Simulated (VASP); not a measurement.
# Os (P6_3/mmc) in VASP: notebook

The runs below take Os through single point, with PBEsol.

All numbers are computed with VASP 6.6.1; they aren't measurements. Logs are shortened: lines on timing, memory, paths and dates and some standing lists are left out, and cuts for length are marked.

### Step 1. The cell of the first run

It takes space group P6_3/mmc (No. 194, hexagonal). Conventional cell: a = 2.707 Å, b = 2.707 Å, c = 4.320 Å, α = 90.00°, β = 90.00°, γ = 120.00°. Os (site symmetry -6m2) has 12 Os at 2.67 to 2.71 Å within 3.5 Å.

### Step 2. Single point, PBEsol

INCAR reads:

```
ALGO     = Normal         # electronic algorithm
EDIFF    = 1E-6           # SCF threshold, eV
ENCUT    = 520            # plane-wave cutoff, eV
GGA      = PS             # functional
ISIF     = 2              # what is computed and relaxed
ISMEAR   = -1             # smearing method
LASPH    = True           # aspherical terms in the spheres
LCHARG   = False          # write CHGCAR
LREAL    = False          # projectors in reciprocal space
LWAVE    = False          # write WAVECAR
NBANDS   = 15             # bands
NELM     = 80             # most SCF steps
PREC     = Accurate       # precision mode
SIGMA    = 0.05           # smearing width, eV
```

KPOINTS reads:

```
k-points
0
Gamma
  9 9 5
```

POSCAR reads:

```
Os
1.0
    2.7067590000      0.0000000000      0.0000000000
   -1.3533795000      2.3441220559      0.0000000000
    0.0000000000      0.0000000000      4.3197000000
Os
2
Direct
    0.6666666667      0.3333333333      0.7500000000
    0.3333333333      0.6666666667      0.2500000000
```

Potentials or basis: VASP PAW PBE potentials, release 64 (Os).

On the command line:

```sh
$ cat potpaw_PBE.64/Os/POTCAR > POTCAR
$ mpirun -np 1 vasp_std > vasp.out
```

OUTCAR:

```text
EDIFF = 1E-6
   ENCUT = 520
   GGA = PS
   ISIF = 2
   ISMEAR = -1
   LASPH = True
   LREAL = False
   NELM = 80
   PREC = Accurate

 ion  position               nearest neighbor table
   1  0.667  0.333  0.750-   2 2.67   2 2.67   2 2.67   2 2.67   2 2.67   2 2.67
   2  0.333  0.667  0.250-   1 2.67   1 2.67   1 2.67   1 2.67   1 2.67   1 2.67

  LATTYP: Found a hexagonal cell.
 ALAT       =     2.7067590000
 C/A-ratio  =     1.5958938347

  Lattice vectors:

 A1 = (   2.7067590000,   0.0000000000,   0.0000000000)
 A2 = (  -1.3533795000,   2.3441220559,   0.0000000000)
 A3 = (   0.0000000000,   0.0000000000,   4.3197000000)

Analysis of symmetry for initial positions (statically):
=====================================================================
 Subroutine PRICEL returns:
 Original cell was already a primitive cell.

 Routine SETGRP: Setting up the symmetry group for a
 hexagonal supercell.

 Subroutine GETGRP returns: Found 24 space group operations
 (whereof 12 operations were pure point group operations)
 out of a pool of 24 trial point group operations.

The static configuration has the point symmetry D_3d.
 The point group associated with its full space group is D_6h.

Analysis of symmetry for dynamics (positions and initial velocities):
=====================================================================
 Subroutine PRICEL returns:
 Original cell was already a primitive cell.

 Routine SETGRP: Setting up the symmetry group for a
 hexagonal supercell.

 Subroutine GETGRP returns: Found 24 space group operations
 (whereof 12 operations were pure point group operations)
 out of a pool of 24 trial point group operations.

The dynamic configuration has the point symmetry D_3d.
 The point group associated with its full space group is D_6h.

 Subroutine INISYM returns: Found 24 space group operations
 (whereof 12 operations are pure point group operations),
 and found     1 'primitive' translations

----------------------------------------------------------------------------------------

                                     Primitive cell

  volume of cell :      27.4084

  direct lattice vectors                    reciprocal lattice vectors
     2.706759000  0.000000000  0.000000000     0.369445525  0.213299473  0.000000000
    -1.353379500  2.344122056  0.000000000     0.000000000  0.426598947  0.000000000
     0.000000000  0.000000000  4.319700000     0.000000000  0.000000000  0.231497558

  length of vectors
     2.706759000  2.706759000  4.319700000     0.426598947  0.426598947  0.231497558

  position of ions in fractional coordinates (direct lattice)
     0.666666667  0.333333333  0.750000000
     0.333333333  0.666666667  0.250000000

  ion indices of the primitive-cell ions
   primitive index   ion index
                 1           1
                 2           2

----------------------------------------------------------------------------------------

 KPOINTS: k-points

Automatic generation of k-mesh.
 Grid dimensions read from file:
 generate k-points for:    9    9    5

 Generating k-lattice:

  Cartesian coordinates                     Fractional coordinates (reciprocal lattice)
     0.041049503  0.023699941  0.000000000     0.111111111  0.000000000  0.000000000
     0.000000000  0.047399883  0.000000000     0.000000000  0.111111111  0.000000000
     0.000000000  0.000000000  0.046299512     0.000000000  0.000000000  0.200000000

  Length of vectors
     0.047399883  0.047399883  0.046299512

  Shift w.r.t. Gamma in fractional coordinates (k-lattice)
     0.000000000  0.000000000  0.000000000

 Subroutine IBZKPT returns following result:
 ===========================================

 Found     36 irreducible k-points:

 Following reciprocal coordinates:
            Coordinates               Weight
  0.000000  0.000000  0.000000      1.000000
  0.111111  0.000000  0.000000      6.000000
  0.222222  0.000000  0.000000      6.000000
  0.333333 -0.000000  0.000000      6.000000
  0.444444  0.000000  0.000000      6.000000
  0.111111  0.111111  0.000000      6.000000
[... 16 lines left out ...]
  0.333333  0.222222  0.200000     24.000000
  0.333333  0.333333  0.200000      4.000000
 [... further k-points ...]
   k-points           NKPTS =     36   k-points in BZ     NKDIM =     36   number of bands    NBANDS=     15
   number of dos      NEDOS =    301   number of ions     NIONS =      2
   total plane-waves  NPLWV =  12800
   dimension x,y,z NGX =    20 NGY =   20 NGZ =   32
   dimension x,y,z NGXF=    40 NGYF=   40 NGZF=   64
   ions per type =               2
   NGX,Y,Z   is equivalent  to a cutoff of  12.28, 12.28, 12.32 a.u.
   NGXF,Y,Z  is equivalent  to a cutoff of  24.57, 24.57, 24.63 a.u.
 SYSTEM =  unknown system
   PREC   = accura    normal or accurate (medium, high low for compatibility)
   ISTART =      0    job   : 0-new  1-cont  2-samecut
   ICHARG =      2    charge: 1-file 2-atom 10-const
   ISPIN  =      1    spin polarized calculation?
   LNONCOLLINEAR =      F non collinear calculations
   LSORBIT =      F    spin-orbit coupling
   LASPH  =      T    aspherical Exc in radial PAW
   ENCUT  =  520.0 eV  38.22 Ry    6.18 a.u.   5.03  5.03  8.03*2*pi/ulx,y,z
   NELM   =     80;   NELMIN=  2; NELMDL= -5     # of ELM steps
   EDIFF  = 0.1E-05   stopping-criterion for ELM
   LREAL  =      F    real-space projection
   EDIFFG = 0.1E-04   stopping-criterion for IOM
   NSW    =      0    number of steps for IOM
   IBRION =     -1    ionic relax: 0-MD 1-quasi-New 2-CG
   NFREE  =      0    steps in history (QN), initial steepest desc. (CG)
   ISIF   =      2    stress and relaxation
   ISYM   =      2    0-nonsym 1-usesym 2-fastsym
   POTIM  = 0.5000    time-step for ionic-motion
   TEBEG  =    0.0;   TEEND  =   0.0 temperature during run
   PSTRESS=    0.0 pullay stress
   NELECT =      16.0000    total number of electrons
   NUPDOWN=      -1.0000    fix difference up-down
   EMIN   =  10.00;   EMAX   =-10.00  energy-range for DOS
   EFERMI =   0.00;   METHOD = LEGACY
   ISMEAR =    -1;   SIGMA  =   0.05  broadening in eV -4-tet -1-fermi 0-gaus
   EFERMI_NEDOS =   21; number of points for ismear=-14 and -15
   IALGO  =     38    algorithm
   IMIX   =      4    mixing-type and parameters
     AMIX     =   0.40;   BMIX     =  1.00
     AMIX_MAG =   1.60;   BMIX_MAG =  1.00
  volume/ion in A,a.u.               =      13.70        92.48
  Fermi-wavevector in a.u.,A,eV,Ry     =   1.368213  2.585548 25.470197  1.872007
  Thomas-Fermi vector in A             =   2.494197
   LORBIT       =      0    0 simple, 1 ext, 2 COOP (PROOUT), +10 PAW based schemes
   GGA     = PS    functional components
   LHFCALC =     F    Hartree Fock is set to
   AEXX    =    0.0000 exact exchange contribution
   IVDW    =     0    specifies the selected vdW correction
   LEPSILON=     F    determine dielectric tensor
   LRPA    =     F    only Hartree local field effects (RPA)
 non-spin polarized calculation
  energy-cutoff  :      520.00
  volume of cell :       27.41
 maximum number of plane-waves:       752
 NGX is ok and might be reduce to    20
   NGX =  9   NGY =  9   NGZ = 17

 number of electron      15.9999998 magnetization

 Free energy of the ion-electron system (eV)
  ---------------------------------------------------
  ext. energy  EPLUGINS =         0.00000000
  ---------------------------------------------------
  free energy    TOTEN  =       -24.50435274 eV

  energy without entropy =      -24.49489342  energy(sigma->0) =      -24.49962308

 E-fermi :   9.8220     XC(G=0): -14.2711

 val. band max:        9.8169753516   @ k =   0.1111   0.1111   0.4000
 cond. band min:       9.8535614935   @ k =   0.2222   0.0000   0.4000
 fundamental gap:      0.0365861419
 Fermi energy:         9.8220359322

 k-point     1 :       0.0000    0.0000    0.0000
  band No.  band energies     occupation
      1      -1.5626      2.00000
      2       1.5818      2.00000
      3       6.4681      2.00000
      4       6.4681      2.00000
      5       6.6080      2.00000
      6       7.3138      2.00000
      7       7.3138      2.00000
      8       8.1136      2.00000
      9       8.1136      2.00000
     10       9.5073      1.99632
     11      11.3804      0.00000
     12      11.3804      0.00000
     13      18.7886      0.00000
     14      23.6955      0.00000
     15      26.2698      0.00000

 k-point     2 :       0.1111    0.0000    0.0000
  band No.  band energies     occupation
      1      -1.0547      2.00000
      2       2.0295      2.00000
      3       5.7195      2.00000
      4       6.9247      2.00000
      5       6.9720      2.00000
      6       7.2606      2.00000
      7       7.3006      2.00000
      8       7.7415      2.00000
      9       7.7678      2.00000
     10       8.3352      2.00000
     11      11.6089      0.00000
     12      13.5153      0.00000
     13      18.7287      0.00000
     14      24.7228      0.00000
     15      26.9114      0.00000

 k-point     3 :       0.2222    0.0000    0.0000
  band No.  band energies     occupation
      1       0.2723      2.00000
      2       2.8544      2.00000
      3       5.1055      2.00000
      4       5.3161      2.00000
      5       6.4556      2.00000
      6       7.0694      2.00000
      7       7.7197      2.00000
      8       8.2199      2.00000
      9       8.3881      2.00000
     10       8.9395      2.00000
     11      12.0014      0.00000
     12      16.5134      0.00000
     13      18.4050      0.00000
     14      24.9696      0.00000
     15      26.3457      0.00000
[... 343 lines left out ...]
 k-point    23 :       0.3333    0.2222    0.2000
  band No.  band energies     occupation
      1       2.7962      2.00000
      2       3.7494      2.00000
      3       3.9792      2.00000
      4       4.6330      2.00000
      5       5.8827      2.00000
      6       6.7269      2.00000
      7       7.8303      2.00000
      8      10.3946      0.00002
      9      10.8401      0.00000
     10      12.1281      0.00000
     11      14.8154      0.00000
     12      16.4531      0.00000
     13      19.1642      0.00000
     14      19.8804      0.00000
     15      22.9770      0.00000

 k-point    24 :       0.3333    0.3333    0.2000
  band No.  band energies     occupation
      1       3.2467      2.00000
      2       3.9345      2.00000
      3       3.9345      2.00000
      4       4.8991      2.00000
      5       6.0503      2.00000
      6       6.0503      2.00000
      7       8.0675      2.00000
      8      10.4278      0.00001
      9      11.2569      0.00000
     10      11.2569      0.00000
     11      15.7482      0.00000
     12      15.7482      0.00000
     13      18.2526      0.00000
     14      22.7209      0.00000
     15      22.7209      0.00000

 [... further k-points ...]

------------------------ aborting loop because EDIFF is reached ----------------------------------------

  FORCE on cell =-STRESS in cart. coord.  units (eV):
  Direction    XX          YY          ZZ          XY          YZ          ZX
  --------------------------------------------------------------------------------------
  -------------------------------------------------------------------------------------
  Total        1.4220587      1.4220587      0.3854653     -0.0000000      0.0000000      0.0000000
  in kB       83.1274990     83.1274990     22.5326630     -0.0000000      0.0000000      0.0000000
  external PRESSURE =      62.9292203 kB  Pullay stress =       0.0000000 kB

 VOLUME and BASIS-vectors are now :
 -----------------------------------------------------------------------------
  energy-cutoff  :      520.00
  volume of cell :       27.41
      direct lattice vectors                 reciprocal lattice vectors
     2.706759000  0.000000000  0.000000000     0.369445525  0.213299473  0.000000000
    -1.353379500  2.344122056  0.000000000     0.000000000  0.426598947  0.000000000
     0.000000000  0.000000000  4.319700000     0.000000000  0.000000000  0.231497558

 POSITION                                       TOTAL-FORCE (eV/Angst)
 -----------------------------------------------------------------------------------
      1.35338      0.78137      3.23977        -0.000000     -0.000000      0.000000
     -0.00000      1.56275      1.07993         0.000000      0.000000      0.000000
 -----------------------------------------------------------------------------------
    total drift:                                0.000000     -0.000000     -0.000000

  FREE ENERGIE OF THE ION-ELECTRON SYSTEM (eV)
  ---------------------------------------------------
  free  energy   TOTEN  =       -24.5043527417 eV

  energy  without entropy=      -24.4948934250  energy(sigma->0) =      -24.49962308
```

It took 32 s on 1 thread of Intel Xeon 8259CL, shared host; peak memory 0.14 GiB.

What came out:

```
Free energy            : -24.5044 eV
Pressure               : 6.3 GPa
Band gap on the k mesh : zero (bands 8 and 9 overlap by 3.96 eV)
```

Caveat: the cell stands under pressure; the PAW data sets were made with another functional, which shifts forces and pressure a little; spin-orbit coupling is left out, which moves the levels of the heavy elements.

### Step 3. Single point, PBEsol

This run uses another cell than the first one, of 13.98 Å³/atom.

INCAR reads:

```
SYSTEM = Os
  PREC = Accurate
  ENCUT = 520
  EDIFF = 1E-7
  ISMEAR = -1
  SIGMA = 0.05
  LREAL = .False.
  LASPH = .True.
  NELM = 100
  ALGO = Normal
  ISIF = 2
  LWAVE = .False.
  LCHARG = .False.
  GGA = PS
  NBANDS = 15
```

KPOINTS reads:

```
regular mesh
0
Gamma
  9 9 5
  0 0 0
```

POSCAR reads:

```
Os
1.0
    2.7341000000      0.0000000000      0.0000000000
   -1.3670500000      2.3678000565      0.0000000000
    0.0000000000      0.0000000000      4.3197000000
Os
2
Direct
    0.6666666667      0.3333333333      0.7500000000
    0.3333333333      0.6666666667      0.2500000000
```

Potentials or basis: VASP PAW PBE potentials, release 64 (Os).

On the command line:

```sh
$ cat potpaw_PBE.64/Os/POTCAR > POTCAR
$ mpirun -np 1 vasp_std > vasp.out
```

Wall time 34 s (1 thread of Intel Xeon 8259CL, shared host); peak memory 0.14 GiB.

It converged, with:

* Free energy: -24.5138 eV
* Pressure: -2.6 GPa
* Band gap on the k mesh: zero (bands 8 and 9 overlap by 3.85 eV)

Stress tensor (GPa, compression positive):
```
-2.88  0.00  0.00
 0.00 -2.88  0.00
 0.00  0.00 -2.19
```

Levels at points of the mesh, in eV from the Fermi level:
```csv
k point,band 5,band 6,band 7,band 8,band 9,band 10,band 11,band 12
"(0.00, 0.00, 0.00)",-2.99,-2.41,-2.41,-1.74,-1.74,-0.18,1.52,1.52
```

Caveat: the PAW data sets were made with another functional, which shifts forces and pressure a little; spin-orbit coupling is left out, which moves the levels of the heavy elements.

### Step 4. Single point, PBEsol

This run uses another cell than the first one, of 14.26 Å³/atom.

INCAR reads:

```
SYSTEM = Os
PREC = Accurate ; ENCUT = 520
EDIFF = 1E-6 ; ISMEAR = -1
SIGMA = 0.05 ; LREAL = .False.
LASPH = .True. ; NELM = 100
ALGO = Fast ; ISIF = 2
LWAVE = .False. ; LCHARG = .True.
GGA = PS ; LELF = .True.
LVHAR = .True. ; NBANDS = 15
```

KPOINTS is that of step 3.

POSCAR reads:

```
Os
1.0
    2.7614410000      0.0000000000      0.0000000000
   -1.3807205000      2.3914780571      0.0000000000
    0.0000000000      0.0000000000      4.3197000000
Os
2
Direct
    0.6666666667      0.3333333333      0.7500000000
    0.3333333333      0.6666666667      0.2500000000
```

On the command line:

```sh
$ cat potpaw_PBE.64/Os/POTCAR > POTCAR
$ mpirun -np 1 vasp_std > vasp.out
```

It took 38 s on 1 thread of Intel Xeon 8259CL, shared host; peak memory 0.15 GiB.

It converged, with:

| Property | Result |
| --- | --- |
| Free energy | -24.4866 eV |
| Pressure | -10.6 GPa |
| Band gap on the k mesh | zero (bands 8 and 9 overlap by 3.72 eV) |

Stress tensor (GPa, compression positive):
```
-12.66   0.00   0.00
  0.00 -12.66   0.00
  0.00   0.00  -6.46
```

Levels at points of the mesh, in eV from the Fermi level:
| k point | band 5 | band 6 | band 7 | band 8 | band 9 | band 10 | band 11 | band 12 |
| --- | --- | --- | --- | --- | --- | --- | --- | --- |
| (0.00, 0.00, 0.00) | -2.78 | -2.32 | -2.32 | -1.77 | -1.77 | -0.06 | 1.48 | 1.48 |

Caveat: the cell stands under tension; the PAW data sets were made with another functional, which shifts forces and pressure a little; spin-orbit coupling is left out, which moves the levels of the heavy elements.

### Step 5. The runs side by side

```csv
cell,gap on the mesh (eV),pressure (GPa)
"a = 2.707, b = 2.707, c = 4.320 Å, angles 90.0, 90.0, 120.0°, 2 atoms",none,6.3
"a = 2.734, b = 2.734, c = 4.320 Å, angles 90.0, 90.0, 120.0°, 2 atoms",none,-2.6
"a = 2.761, b = 2.761, c = 4.320 Å, angles 90.0, 90.0, 120.0°, 2 atoms",none,-10.6
```

Alike in all rows: task single point; level PBEsol; potentials or basis VASP PAW PBE potentials, release 64 (Os); no spin polarisation; k mesh 9 × 9 × 5; cutoff (eV) 520; smearing fermi-dirac 0.05 eV.

Caveats: the PAW data sets were made with another functional, which shifts forces and pressure a little; spin-orbit coupling is left out, which moves the levels of the heavy elements; the cell stands under pressure (at least some runs); the cell stands under tension (at least some runs).

Total energies depend on the potentials used, so only differences within one code and one set of settings carry meaning.
